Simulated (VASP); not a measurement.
# Ag in VASP: a series of runs

Aim: see how the results for Ag move with the level of theory and the settings. Levels: PBEsol, PBE. Tasks: single point.

Program: VASP 6.6.1. These are calculated values, not measurements. Logs are shortened: lines on timing, memory, paths and dates and some standing lists are left out, and cuts for length are marked.

## 1. The cell of the first run

The cell holds a slab with vacuum, 6 atoms: a = 2.930 Å, b = 2.930 Å, c = 26.975 Å, α = 90.00°, β = 90.00°, γ = 120.00°.

## 2. Single point, PBEsol

The input, INCAR:

```
PREC = Accurate
ENCUT = 520
EDIFF = 1E-6
ISMEAR = -1
SIGMA = 0.05
LREAL = F
LASPH = T
NELM = 60
ALGO = Normal
ISIF = 2
LWAVE = F
LCHARG = F
LDIPOL = T
IDIPOL = 3
DIPOL = 0.5 0.5 0.500
GGA = PS
NBANDS = 42
```

The input, KPOINTS:

```
Automatic mesh
0
Gamma
  10 10 1
```

The input, POSCAR:

```
Ag
1.0
    2.9299980804      0.0000000000      0.0000000000
   -1.4649990402      2.5374527707      0.0000000000
    0.0000000000      0.0000000000     26.9750000000
Ag
6
Direct
    0.6666666667      0.3333333334      0.2780352178
    0.3333333333      0.6666666666      0.3668211307
    0.6666666667      0.3333333334      0.4556070436
    0.3333333333      0.6666666666      0.5443929564
    0.6666666667      0.3333333334      0.6331788693
    0.3333333333      0.6666666666      0.7219647822
```

Potentials or basis: VASP PAW PBE potentials, release 64 (Ag).

Command:

```sh
cat potpaw_PBE.64/Ag/POTCAR > POTCAR
mpirun -np 1 vasp_std > vasp.out
```

OUTCAR:

```text
PREC = Accurate
   ENCUT = 520
   EDIFF = 1E-6
   ISMEAR = -1
   LREAL = F
   LASPH = T
   NELM = 60
   ISIF = 2
   GGA = PS

 ion  position               nearest neighbor table
   1  0.667  0.333  0.278-   2 2.93   2 2.93   2 2.93
   2  0.333  0.667  0.367-   3 2.93   3 2.93   1 2.93   1 2.93   3 2.93   1 2.93
   3  0.667  0.333  0.456-   4 2.93   4 2.93   4 2.93   2 2.93   2 2.93   2 2.93
   4  0.333  0.667  0.544-   3 2.93   3 2.93   3 2.93   5 2.93   5 2.93   5 2.93
   5  0.667  0.333  0.633-   4 2.93   4 2.93   6 2.93   6 2.93   4 2.93   6 2.93
   6  0.333  0.667  0.722-   5 2.93   5 2.93   5 2.93

  LATTYP: Found a hexagonal cell.
 ALAT       =     2.9299980804
 C/A-ratio  =     9.2064906733

  Lattice vectors:

 A1 = (   2.9299980804,   0.0000000000,   0.0000000000)
 A2 = (  -1.4649990402,   2.5374527707,   0.0000000000)
 A3 = (   0.0000000000,   0.0000000000,  26.9750000000)

Analysis of symmetry for initial positions (statically):
=====================================================================
 Subroutine PRICEL returns:
 Original cell was already a primitive cell.

 Routine SETGRP: Setting up the symmetry group for a
 hexagonal supercell.

 Subroutine GETGRP returns: Found 12 space group operations
 (whereof 12 operations were pure point group operations)
 out of a pool of 24 trial point group operations.

The static configuration has the point symmetry D_3d.

Analysis of symmetry for dynamics (positions and initial velocities):
=====================================================================
 Subroutine PRICEL returns:
 Original cell was already a primitive cell.

 Routine SETGRP: Setting up the symmetry group for a
 hexagonal supercell.

 Subroutine GETGRP returns: Found 12 space group operations
 (whereof 12 operations were pure point group operations)
 out of a pool of 24 trial point group operations.

The dynamic configuration has the point symmetry D_3d.

 Subroutine INISYM returns: Found 12 space group operations
 (whereof 12 operations are pure point group operations),
 and found     1 'primitive' translations

----------------------------------------------------------------------------------------

                                     Primitive cell

  volume of cell :     200.5519

  direct lattice vectors                    reciprocal lattice vectors
     2.929998080  0.000000000  0.000000000     0.341297152  0.197048003  0.000000000
    -1.464999040  2.537452771  0.000000000     0.000000000  0.394096005  0.000000000
     0.000000000  0.000000000 26.975000000     0.000000000  0.000000000  0.037071362

  length of vectors
     2.929998080  2.929998080 26.975000000     0.394096005  0.394096005  0.037071362

  position of ions in fractional coordinates (direct lattice)
     0.666666667  0.333333333  0.278035218
     0.333333333  0.666666667  0.366821131
     0.666666667  0.333333333  0.455607044
     0.333333333  0.666666667  0.544392956
     0.666666667  0.333333333  0.633178869
     0.333333333  0.666666667  0.721964782

  ion indices of the primitive-cell ions
   primitive index   ion index
                 1           1
                 2           2
                 3           3
                 4           4
                 5           5
                 6           6

----------------------------------------------------------------------------------------

 KPOINTS: Automatic mesh

Automatic generation of k-mesh.
 Grid dimensions read from file:
 generate k-points for:   10   10    1

 Generating k-lattice:

  Cartesian coordinates                     Fractional coordinates (reciprocal lattice)
     0.034129715  0.019704800  0.000000000     0.100000000  0.000000000  0.000000000
     0.000000000  0.039409601  0.000000000     0.000000000  0.100000000  0.000000000
     0.000000000  0.000000000  0.037071362     0.000000000  0.000000000  1.000000000

  Length of vectors
     0.039409601  0.039409601  0.037071362

  Shift w.r.t. Gamma in fractional coordinates (k-lattice)
     0.000000000  0.000000000  0.000000000

 Subroutine IBZKPT returns following result:
 ===========================================

 Found     14 irreducible k-points:

 Following reciprocal coordinates:
            Coordinates               Weight
  0.000000  0.000000  0.000000      1.000000
  0.100000  0.000000  0.000000      6.000000
  0.200000  0.000000  0.000000      6.000000
  0.300000  0.000000  0.000000      6.000000
  0.400000 -0.000000  0.000000      6.000000
  0.500000  0.000000  0.000000      3.000000
  0.100000  0.100000  0.000000      6.000000
  0.200000  0.100000  0.000000     12.000000
  0.300000  0.100000  0.000000     12.000000
  0.400000  0.100000  0.000000     12.000000
  0.200000  0.200000  0.000000      6.000000
  0.300000  0.200000  0.000000     12.000000
  0.400000  0.200000  0.000000      6.000000
  0.300000  0.300000  0.000000      6.000000
   k-points           NKPTS =     14   k-points in BZ     NKDIM =     14   number of bands    NBANDS=     42
   number of dos      NEDOS =    301   number of ions     NIONS =      6
   total plane-waves  NPLWV = 120960
   dimension x,y,z NGX =    24 NGY =   24 NGZ =  210
   dimension x,y,z NGXF=    48 NGYF=   48 NGZF=  420
   ions per type =               6
   NGX,Y,Z   is equivalent  to a cutoff of  13.62, 13.62, 12.94 a.u.
   NGXF,Y,Z  is equivalent  to a cutoff of  27.23, 27.23, 25.88 a.u.
 SYSTEM =  unknown system
   PREC   = accura    normal or accurate (medium, high low for compatibility)
   ISTART =      0    job   : 0-new  1-cont  2-samecut
   ICHARG =      2    charge: 1-file 2-atom 10-const
   ISPIN  =      1    spin polarized calculation?
   LNONCOLLINEAR =      F non collinear calculations
   LSORBIT =      F    spin-orbit coupling
   LASPH  =      T    aspherical Exc in radial PAW
   ENCUT  =  520.0 eV  38.22 Ry    6.18 a.u.   5.45  5.45 50.16*2*pi/ulx,y,z
   NELM   =     60;   NELMIN=  2; NELMDL= -5     # of ELM steps
   EDIFF  = 0.1E-05   stopping-criterion for ELM
   LREAL  =      F    real-space projection
   EDIFFG = 0.1E-04   stopping-criterion for IOM
   NSW    =      0    number of steps for IOM
   IBRION =     -1    ionic relax: 0-MD 1-quasi-New 2-CG
   NFREE  =      0    steps in history (QN), initial steepest desc. (CG)
   ISIF   =      2    stress and relaxation
   ISYM   =      2    0-nonsym 1-usesym 2-fastsym
   POTIM  = 0.5000    time-step for ionic-motion
   TEBEG  =    0.0;   TEEND  =   0.0 temperature during run
   PSTRESS=    0.0 pullay stress
   NELECT =      66.0000    total number of electrons
   NUPDOWN=      -1.0000    fix difference up-down
   EMIN   =  10.00;   EMAX   =-10.00  energy-range for DOS
   EFERMI =   0.00;   METHOD = LEGACY
   ISMEAR =    -1;   SIGMA  =   0.05  broadening in eV -4-tet -1-fermi 0-gaus
   EFERMI_NEDOS =   21; number of points for ismear=-14 and -15
   IALGO  =     38    algorithm
   IMIX   =      4    mixing-type and parameters
     AMIX     =   0.40;   BMIX     =  1.00
     AMIX_MAG =   1.60;   BMIX_MAG =  1.00
  volume/ion in A,a.u.               =      33.43       225.57
  Fermi-wavevector in a.u.,A,eV,Ry     =   1.130266  2.135893 17.381451  1.277501
  Thomas-Fermi vector in A             =   2.266962
   LORBIT       =      0    0 simple, 1 ext, 2 COOP (PROOUT), +10 PAW based schemes
   GGA     = PS    functional components
   LHFCALC =     F    Hartree Fock is set to
   AEXX    =    0.0000 exact exchange contribution
   IVDW    =     0    specifies the selected vdW correction
   LEPSILON=     F    determine dielectric tensor
   LRPA    =     F    only Hartree local field effects (RPA)
 non-spin polarized calculation
  energy-cutoff  :      520.00
  volume of cell :      200.55
 maximum number of plane-waves:      5513
 NGX is ok and might be reduce to    24
   NGX = 11   NGY = 11   NGZ =101

 number of electron      66.0000016 magnetization

 dipolmoment           0.000000      0.000000     -0.000000 electrons x Angstroem

 Free energy of the ion-electron system (eV)
  ---------------------------------------------------
  ext. energy  EPLUGINS =         0.00000000
  ---------------------------------------------------
  free energy    TOTEN  =       -18.67819451 eV

  energy without entropy =      -18.64701113  energy(sigma->0) =      -18.66260282

 E-fermi :   1.9109     XC(G=0):  -7.0764

 val. band max:        1.8821770150   @ k =   0.1000   0.0000   0.0000
 cond. band min:       1.9199695893   @ k =   0.2000   0.1000   0.0000
 fundamental gap:      0.0377925743
 Fermi energy:         1.9109440137

 k-point     1 :       0.0000    0.0000    0.0000
  band No.  band energies     occupation
      1      -5.3450      2.00000
      2      -4.8795      2.00000
      3      -4.2616      2.00000
      4      -4.0880      2.00000
      5      -3.9710      2.00000
      6      -3.9207      2.00000
[... 34 lines left out ...]
     41       7.4044      0.00000
     42       9.2832      0.00000

 k-point     2 :       0.1000    0.0000    0.0000
  band No.  band energies     occupation
      1      -5.0834      2.00000
      2      -4.6281      2.00000
      3      -4.0281      2.00000
      4      -3.9319      2.00000
      5      -3.7931      2.00000
      6      -3.7117      2.00000
[... 34 lines left out ...]
     41       7.6178      0.00000
     42       9.5095      0.00000

 k-point     3 :       0.2000    0.0000    0.0000
  band No.  band energies     occupation
      1      -4.4081      2.00000
      2      -4.0463      2.00000
      3      -3.6430      2.00000
      4      -3.5932      2.00000
      5      -3.4756      2.00000
      6      -3.3124      2.00000
[... 447 lines left out ...]
      4      -3.5105      2.00000
      5      -3.3984      2.00000
      6      -3.3560      2.00000
[... 34 lines left out ...]
     41       8.5819      0.00000
     42       8.8217      0.00000

 k-point    14 :       0.3000    0.3000    0.0000
  band No.  band energies     occupation
      1      -3.5876      2.00000
      2      -3.4622      2.00000
      3      -3.3839      2.00000
      4      -3.3043      2.00000
      5      -3.2536      2.00000
      6      -3.1464      2.00000
[... 34 lines left out ...]
     41       7.6816      0.00000
     42       8.4243      0.00000

------------------------ aborting loop because EDIFF is reached ----------------------------------------

 vacuum level on the upper side and lower side of the slab       (xc-potential included)        -0.279        -0.279

  FORCE on cell =-STRESS in cart. coord.  units (eV):
  Direction    XX          YY          ZZ          XY          YZ          ZX
  --------------------------------------------------------------------------------------
  -------------------------------------------------------------------------------------
  Total       -4.9326285     -4.9326285     -3.9771739     -0.0000000      0.0000000     -0.0000000
  in kB      -39.4059889    -39.4059889    -31.7730136     -0.0000000      0.0000000     -0.0000000
  external PRESSURE =     -36.8616638 kB  Pullay stress =       0.0000000 kB

 VOLUME and BASIS-vectors are now :
 -----------------------------------------------------------------------------
  energy-cutoff  :      520.00
  volume of cell :      200.55
      direct lattice vectors                 reciprocal lattice vectors
     2.929998080  0.000000000  0.000000000     0.341297152  0.197048003  0.000000000
    -1.464999040  2.537452771  0.000000000     0.000000000  0.394096005  0.000000000
     0.000000000  0.000000000 26.975000000     0.000000000  0.000000000  0.037071362

 POSITION                                       TOTAL-FORCE (eV/Angst)
 -----------------------------------------------------------------------------------
      1.46500      0.84582      7.50000         0.000000      0.000000      0.307510
     -0.00000      1.69164      9.89500        -0.000000      0.000000      0.050379
      1.46500      0.84582     12.29000         0.000000     -0.000000     -0.051910
     -0.00000      1.69164     14.68500         0.000000      0.000000      0.051910
      1.46500      0.84582     17.08000         0.000000     -0.000000     -0.050379
     -0.00000      1.69164     19.47500        -0.000000     -0.000000     -0.307510
 -----------------------------------------------------------------------------------
    total drift:                               -0.000000      0.000000     -0.000000

  FREE ENERGIE OF THE ION-ELECTRON SYSTEM (eV)
  ---------------------------------------------------
  free  energy   TOTEN  =       -18.6781945147 eV

  energy  without entropy=      -18.6470111263  energy(sigma->0) =      -18.66260282

 vacuum level on the upper side and lower side of the slab         6.330         6.330
```

It took 2.4 min on 1 thread of Intel Xeon 6975P-C, shared host; peak memory 0.37 GiB.

Results:

| Property | Result |
| --- | --- |
| Free energy | -18.6782 eV |
| Largest force | 0.308 eV/Å |
| Band gap on the k mesh | zero (band 33 reaches 4.71 eV, above the bottom of band 34 at -1.04 eV) |

Forces on the atoms (eV/Å):
```
Ag   0.000  0.000  0.308
Ag   0.000  0.000  0.050
Ag   0.000  0.000 -0.052
Ag   0.000  0.000  0.052
Ag   0.000  0.000 -0.050
Ag   0.000  0.000 -0.308
```

Levels at points of the mesh, in eV from the Fermi level:
| k point | band 32 | band 33 | band 34 | band 35 | band 36 | band 37 |
| --- | --- | --- | --- | --- | --- | --- |
| (0.00, 0.00, 0.00) | -3.01 | -2.95 | -2.95 | -2.19 | -0.44 | 0.23 |
| (0.50, 0.00, 0.00) | 0.39 | 0.81 | 1.26 | 1.48 | 1.53 | 4.25 |

Caveat: the PAW data sets were made with another functional, which shifts forces and pressure a little.

## 3. Single point, PBE

The input, INCAR:

```
SYSTEM = Ag
ALGO     = Normal         ! electronic algorithm
DIPOL    = 0.5 0.5 0.500
EDIFF    = 1E-7           ! SCF threshold, eV
ENCUT    = 520            ! plane-wave cutoff, eV
GGA      = PE             ! functional
IDIPOL   = 3            
ISIF     = 2              ! what is computed and relaxed
ISMEAR   = -1             ! smearing method
LASPH    = .True.         ! aspherical terms in the spheres
LCHARG   = .True.         ! write CHGCAR
LDIPOL   = .True.       
LELF     = .True.         ! ELF
LREAL    = .False.        ! projectors in reciprocal space
LVACPOTAV= .True.       
LVHAR    = .True.       
LWAVE    = .False.        ! write WAVECAR
NBANDS   = 42             ! bands
NELM     = 100            ! most SCF steps
PREC     = Accurate       ! precision mode
SIGMA    = 0.05           ! smearing width, eV
```

The input, KPOINTS:

```
k-points
0
Gamma
  10 10 1
  0 0 0
```

POSCAR is that of step 2.

Potentials or basis: VASP PAW PBE potentials, release 64 (Ag).

Command:

```sh
cat potpaw_PBE.64/Ag/POTCAR > POTCAR
mpirun -np 1 vasp_std > vasp.out
```

OUTCAR:

```text
SYSTEM = Ag
   EDIFF = 1E-7
   ENCUT = 520
   GGA = PE
   ISIF = 2
   ISMEAR = -1
   LASPH = .True.
   LREAL = .False.
   NELM = 100
   PREC = Accurate

 ion  position               nearest neighbor table
   1  0.667  0.333  0.278-   2 2.93   2 2.93   2 2.93
   2  0.333  0.667  0.367-   3 2.93   3 2.93   1 2.93   1 2.93   3 2.93   1 2.93
   3  0.667  0.333  0.456-   4 2.93   4 2.93   4 2.93   2 2.93   2 2.93   2 2.93
   4  0.333  0.667  0.544-   3 2.93   3 2.93   3 2.93   5 2.93   5 2.93   5 2.93
   5  0.667  0.333  0.633-   4 2.93   4 2.93   6 2.93   6 2.93   4 2.93   6 2.93
   6  0.333  0.667  0.722-   5 2.93   5 2.93   5 2.93
[... 829 lines left out ...]
  Total       -0.5260093     -0.5260093     -0.2221856      0.0000000      0.0000000     -0.0000000
  in kB       -4.2022053     -4.2022053     -1.7750057      0.0000000      0.0000000     -0.0000000
  external PRESSURE =      -3.3931388 kB  Pullay stress =       0.0000000 kB

 VOLUME and BASIS-vectors are now :
 -----------------------------------------------------------------------------
  energy-cutoff  :      520.00
  volume of cell :      200.55
      direct lattice vectors                 reciprocal lattice vectors
     2.929998080  0.000000000  0.000000000     0.341297152  0.197048003  0.000000000
    -1.464999040  2.537452771  0.000000000     0.000000000  0.394096005  0.000000000
     0.000000000  0.000000000 26.975000000     0.000000000  0.000000000  0.037071362

 POSITION                                       TOTAL-FORCE (eV/Angst)
 -----------------------------------------------------------------------------------
      1.46500      0.84582      7.50000         0.000000      0.000000     -0.005163
     -0.00000      1.69164      9.89500         0.000000     -0.000000      0.049091
      1.46500      0.84582     12.29000         0.000000      0.000000     -0.048440
     -0.00000      1.69164     14.68500        -0.000000      0.000000      0.048440
      1.46500      0.84582     17.08000        -0.000000      0.000000     -0.049091
     -0.00000      1.69164     19.47500        -0.000000      0.000000      0.005163
 -----------------------------------------------------------------------------------
    total drift:                               -0.000000      0.000000      0.000000

  FREE ENERGIE OF THE ION-ELECTRON SYSTEM (eV)
  ---------------------------------------------------
  free  energy   TOTEN  =       -15.5404268568 eV

  energy  without entropy=      -15.5096306718  energy(sigma->0) =      -15.52502876

 vacuum level on the upper side and lower side of the slab         6.575         6.575
```

stdout:

```text
POSCAR found type information on POSCAR Ag
 POSCAR found :  1 types and       6 ions
 scaLAPACK will be used
 LDA part: xc-table for (Slater+PW92), standard interpolation
 POSCAR, INCAR and KPOINTS ok, starting setup
 FFT: planning ... GRIDC
 FFT: planning ... GRID_SOFT
 FFT: planning ... GRID
 WAVECAR not read
 entering main loop
 -----------------------------------------------------------------------------
|                                                                             |
|           W    W    AA    RRRRR   N    N  II  N    N   GGGG   !!!           |
|           W    W   A  A   R    R  NN   N  II  NN   N  G    G  !!!           |
|           W    W  A    A  R    R  N N  N  II  N N  N  G       !!!           |
|           W WW W  AAAAAA  RRRRR   N  N N  II  N  N N  G  GGG   !            |
|           WW  WW  A    A  R   R   N   NN  II  N   NN  G    G                |
|           W    W  A    A  R    R  N    N  II  N    N   GGGG   !!!           |
|                                                                             |
|     Did not find any points to average over, which means that no vacuum     |
|     field-free region was found. Please increase the size of  your cell     |
|     in the dimension of the dipole correction to obtain accurate            |
|     workfunction values.                                                    |
|                                                                             |
 -----------------------------------------------------------------------------
```

Wall time 2.4 min (1 thread of AMD EPYC 9R14 (Zen 4), shared host); peak memory 0.33 GiB.

What came out:

| Quantity | Value |
| --- | --- |
| Free energy | -15.5404 eV |
| Largest force | 0.049 eV/Å |
| Band gap on the k mesh | zero (band 33 reaches 4.90 eV, above the bottom of band 34 at -0.94 eV) |

Forces on the atoms (eV/Å):
```
Ag   0.000  0.000 -0.005
Ag   0.000  0.000  0.049
Ag   0.000  0.000 -0.048
Ag   0.000  0.000  0.048
Ag   0.000  0.000 -0.049
Ag   0.000  0.000  0.005
```
